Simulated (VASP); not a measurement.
Set up this calculation in VASP 6.6.1, as the native input.

| Property | Result |
| --- | --- |
| Task | single point |
| Functional | r2SCAN |
| Potentials or basis | VASP PAW PBE potentials, release 64 (Pb_d) |
| Cutoff | 520 eV |
| k mesh | 12 × 12 × 12 |
| Occupations | fermi-dirac, width 0.1 eV |
| Spin | no spin polarisation |
| Dipole correction | no |
| Further INCAR settings | ALGO = Normal; EDIFF = 1e-07; NBANDS = 13 |

The system is Pb.

```xyz
1
Lattice="0.0000 2.5063 2.5063 2.5063 0.0000 2.5063 2.5063 2.5063 0.0000" Properties=species:S:1:pos:R:3 pbc="T T T"
Pb    0.0000    0.0000    0.0000
```

One way to write it, as run:

POSCAR

```
Pb
1.0
    0.0000000000      2.5063436120      2.5063436120
    2.5063436120      0.0000000000      2.5063436120
    2.5063436120      2.5063436120      0.0000000000
Pb
1
Direct
    0.0000000000      0.0000000000      0.0000000000
```

INCAR.step1

```
SYSTEM = Pb
  PREC = Accurate
  ENCUT = 520
  ISMEAR = -1
  SIGMA = 0.1
  LREAL = .FALSE.
  LASPH = .TRUE.
  NELM = 60
  NBANDS = 13
  GGA = PE
  ALGO = Normal
  EDIFF = 1E-4
  LWAVE = .TRUE.
  LCHARG = .FALSE.
```

INCAR.step2

```
SYSTEM = Pb
  PREC = Accurate
  ENCUT = 520
  EDIFF = 1E-7
  ISMEAR = -1
  SIGMA = 0.1
  LREAL = .FALSE.
  LASPH = .TRUE.
  NELM = 60
  ALGO = Normal
  ISIF = 2
  LWAVE = .FALSE.
  LCHARG = .FALSE.
  METAGGA = R2SCAN
  LMIXTAU = .TRUE.
  NBANDS = 13
  ISTART = 1
```

KPOINTS

```
Automatic mesh
0
G
  12 12 12
  0 0 0
```

Potentials or basis: VASP PAW PBE potentials, release 64 (Pb_d).

Command:

```bash
$ cat potpaw_PBE.64/Pb_d/POTCAR > POTCAR
$ cp INCAR.step1 INCAR
$ mpirun -np 1 vasp_std > vasp.out
$ cp INCAR.step2 INCAR
$ mpirun -np 1 vasp_std > vasp.out
```

Results of the run:

The pressure is -0.3 GPa and the band gap on the k mesh is zero (bands 7 and 8 overlap by 8.98 eV).

Caveat: the PAW data sets were made with another functional, which shifts forces and pressure a little; spin-orbit coupling is left out, which moves the levels of the heavy elements.

It took 4 min on 1 thread of Intel Xeon 8259CL, on a shared host, peak memory 0.18 GiB.
